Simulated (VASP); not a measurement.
Set up this calculation in VASP 6.6.1, as the native input.

```yaml
Task: single point
Functional: LDA
Potentials_or_basis: VASP PAW LDA potentials, release 64 (P)
Cutoff: 520 eV
k_mesh: 15 × 15 × 15
Occupations: fermi-dirac, width 0.1 eV
Spin: non-collinear spin, zero start, spin-orbit coupling
Starting_moments: "[[0.0, 0.0, 0.0]] μB"
Dipole_correction: no
Further_INCAR_settings: ALGO = Normal; EDIFF = 1e-07; NBANDS = 16
```

The structure of P lies in POSCAR:

```
P
1.0
   -1.5034118968      1.5034118968      1.5034118968
    1.5034118968     -1.5034118968      1.5034118968
    1.5034118968      1.5034118968     -1.5034118968
P
1
Direct
    0.0000000000      0.0000000000      0.0000000000
```

This isn't the form of P at room conditions, which is orthorhombic.

One way to write it, as run:

INCAR

```
PREC = Accurate
ENCUT = 520
EDIFF = 1E-7
ISMEAR = -1
SIGMA = 0.1
LREAL = False
LASPH = True
NELM = 150
ALGO = Normal
ISIF = 2
LWAVE = False
LCHARG = False
LNONCOLLINEAR = True
MAGMOM = 0 0 0
LORBIT = 11
LSORBIT = True
GGA_COMPAT = False
LORBMOM = True
NBANDS = 16
```

KPOINTS

```
Automatic mesh
0
Gamma
  15 15 15
```

Potentials or basis: VASP PAW LDA potentials, release 64 (P).

Command:

```sh
$ cat potpaw_LDA.64/P/POTCAR > POTCAR
$ mpirun -np 1 vasp_ncl > vasp.out
```

It gave:

```yaml
Pressure: -0.5 GPa
Net_moment: 0.00 μB per cell
Valence_electrons_inside_the_program's_atomic_spheres: P 2.36
```

Run time: 19 s on 1 thread of AMD EPYC 9R45 96-Core Processor (Zen 5) (shared host), peak memory 0.13 GiB.
